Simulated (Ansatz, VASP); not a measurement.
# Pd in VASP and in Ansatz

```xyz
1
Lattice="2.5881 0.0000 0.0000 0.0000 2.5881 0.0000 0.0000 0.0000 2.5881" Properties=species:S:1:pos:R:3 pbc="T T T"
Pd    0.0000    0.0000    0.0000
```

Alike in both runs: task single point; functional r2SCAN; k mesh 14 × 14 × 14; occupations fermi-dirac, width 0.05 eV; collinear spin.

```csv
,VASP,Ansatz
version,VASP 6.6.1,Ansatz 0.2.0
potentials or method,"VASP PAW PBE potentials, release 64 (Pd), cutoff 520 eV","plane waves (500 eV) with PAW, scalar-relativistic"
valence electrons in the cell,10,18
```

VASP gave:

* pressure (GPa): 0.5
* net moment per atom (μB): 0.00

Problem. What did Ansatz give for the same quantities?

Solution. Pressure (GPa): 0.1; net moment per atom (μB): 0.00.

VASP's potentials were made for PBE, not for r2SCAN. The functional is the same, so the differences come from potentials, cutoffs and numerics. VASP's potentials hold 10 valence electrons a cell and Ansatz's 18, so a difference there can come from the potentials and not from the codes. Ansatz's warnings: seeded moment not kept, stability check not made.
